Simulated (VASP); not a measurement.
Set up this calculation in VASP 6.6.1, as the native input.

| Property | Result |
| --- | --- |
| Task | single point |
| Functional | PBEsol |
| Dispersion | D3(BJ) |
| Potentials or basis | VASP PAW PBE potentials, release 64 (Se) |
| Cutoff | 520 eV |
| k mesh | 12 × 12 × 8 |
| Occupations | gaussian, width 0.03 eV |
| Spin | no spin polarisation |
| Dipole correction | no |
| Further INCAR settings | ALGO = Normal; EDIFF = 1e-06; NBANDS = 16 |

The structure of Se lies in POSCAR:

```
Se
1.0
    4.0607502292      0.0000000000      0.0000000000
   -2.0303751146      3.5167128569      0.0000000000
    0.0000000000      0.0000000000      4.9565517298
Se
3
Direct
    0.2610773134      0.0000000000      0.3333333333
    0.0000000000      0.2610773134      0.6666666667
    0.7389226866      0.7389226866      0.0000000000
```

One way to write it, as run:

INCAR

```
PREC = Accurate
ENCUT = 520
EDIFF = 1E-6
ISMEAR = 0
SIGMA = 0.03
LREAL = False
LASPH = True
NELM = 80
ALGO = Normal
ISIF = 2
LWAVE = False
LCHARG = True
GGA = PS
IVDW = 12
LELF = True
LVHAR = True
NBANDS = 16
```

KPOINTS

```
regular mesh
0
Gamma
  12 12 8
```

Potentials or basis: VASP PAW PBE potentials, release 64 (Se).

Command:

```bash
$ cat potpaw_PBE.64/Se/POTCAR > POTCAR
$ mpirun -np 1 vasp_std > vasp.out
```

It gave:

| Quantity | Value |
| --- | --- |
| Pressure | -2.0 GPa |
| Largest force | 0.264 eV/Å |
| Band gap on the k mesh | 0.31 eV (least direct gap 0.72 eV) |
| Dispersion energy per atom | -0.319 eV |

Caveat: semilocal functionals underestimate gaps, and a narrow one can read as zero; the PAW data sets were made with another functional, which shifts forces and pressure a little.

Wall time 100 s on 1 thread of Oxide Virtual Turin-like Processor, with other jobs on the host, peak memory 0.23 GiB.
